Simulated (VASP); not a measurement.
The system is GaN.

```
Ga N
1.0
     3.18315    0.00000    0.00000
    -1.59157    2.75669    0.00000
     0.00000    0.00000    5.18363
Ga N
2 2
Direct
  0.33333 0.66667 0.99911
  0.66667 0.33333 0.49911
  0.33333 0.66667 0.37589
  0.66667 0.33333 0.87589
```

Base run:

```yaml
Program: VASP 6.6.1
Functional: r2SCAN
Potentials_or_basis: VASP PAW PBE potentials, release 64 (Ga_d, N)
Cutoff: 660 eV
k_mesh: 9 × 9 × 4
Occupations: gaussian, width 0.01 eV
Spin: no spin polarisation
```

Its results: band gap on the k mesh 2.34 eV, direct; pressure 1.1 GPa.

Q: The run is repeated on the same cell with these changes: functional from r2SCAN to PBE; cutoff from 660 eV to 600 eV. What comes out?

A: Band gap on the k mesh 1.94 eV, direct; pressure 6.1 GPa.

r2SCAN gives the wider gap, since meta-GGAs in the generalised Kohn-Sham scheme recover part of the derivative discontinuity.

Caveats: the PAW data sets were made with another functional, which shifts forces and pressure a little (some runs).

